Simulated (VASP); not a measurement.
Input of a VASP 6.6.1 run:

INCAR

```
SYSTEM = RuCl
  PREC = Accurate
  ENCUT = 520
  EDIFF = 1E-6
  ISMEAR = 0
  SIGMA = 0.1
  LREAL = .FALSE.
  LASPH = .TRUE.
  NELM = 150
  ALGO = Normal
  ISIF = 2
  LWAVE = .FALSE.
  LCHARG = .FALSE.
  ISPIN = 2
  MAGMOM = 1 0
  LORBIT = 11
  LMAXMIX = 4
  GGA = PE
  NBANDS = 22
```

File KPOINTS:

```
regular mesh
0
G
  6 6 6
  0 0 0
```

POSCAR

```
RuCl
1.0
    3.0807170346      0.0000000000      0.0000000000
    0.0000000000      3.0807170346      0.0000000000
    0.0000000000      0.0000000000      3.0807170346
Ru Cl
1 1
Direct
    0.5000000000      0.5000000000      0.5000000000
    0.0000000000      0.0000000000      0.0000000000
```

Potentials or basis: VASP PAW PBE potentials, release 64 (Ru_pv, Cl).

Command:

```bash
$ cat potpaw_PBE.64/Ru_pv/POTCAR potpaw_PBE.64/Cl/POTCAR > POTCAR
$ mpirun -np 1 vasp_std > vasp.out
```

Question: Estimate the pressure.

Answer: 0.1 GPa.

Question: What does it give for the net moment?

Answer: 0.00 μB per cell.
